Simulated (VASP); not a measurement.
A run of VASP 6.6.1 is set up as follows.

Contents of POSCAR:

```
LaRe
1.0
    3.6203703478      0.0000000000      0.0000000000
    0.0000000000      3.6203703478      0.0000000000
    0.0000000000      0.0000000000      3.6203703478
La Re
1 1
Direct
    0.0000000000      0.0000000000      0.0000000000
    0.5000000000      0.5000000000      0.5000000000
```

Contents of INCAR.step1:

```
PREC = Accurate
ENCUT = 520
ISMEAR = 0
SIGMA = 0.05
LREAL = False
LASPH = True
NELM = 80
NBANDS = 16
GGA = PE
ALGO = Normal
EDIFF = 1E-4
LWAVE = True
LCHARG = False
```

The input INCAR.step2:

```
PREC = Accurate
ENCUT = 520
EDIFF = 1E-6
ISMEAR = 0
SIGMA = 0.05
LREAL = False
LASPH = True
NELM = 80
ALGO = Normal
ISIF = 2
LWAVE = False
LCHARG = False
METAGGA = R2SCAN
LMIXTAU = True
NBANDS = 16
ISTART = 1
```

KPOINTS

```
Automatic mesh
0
Gamma
  10 10 10
```

Potentials or basis: VASP PAW PBE potentials, release 64 (La, Re).

The run is started by

```console
$ cat potpaw_PBE.64/La/POTCAR potpaw_PBE.64/Re/POTCAR > POTCAR
$ cp INCAR.step1 INCAR
$ mpirun -np 1 vasp_std > vasp.out
$ cp INCAR.step2 INCAR
$ mpirun -np 1 vasp_std > vasp.out
```

Task: Estimate the band gap on the k mesh.

Result: Zero (bands 9 and 10 overlap by 2.20 eV).

Task: Predict the pressure.

Result: -3.6 GPa.

Caveat: the cell stands under tension; the PAW data sets were made with another functional, which shifts forces and pressure a little; spin-orbit coupling is left out, which moves the levels of the heavy elements.
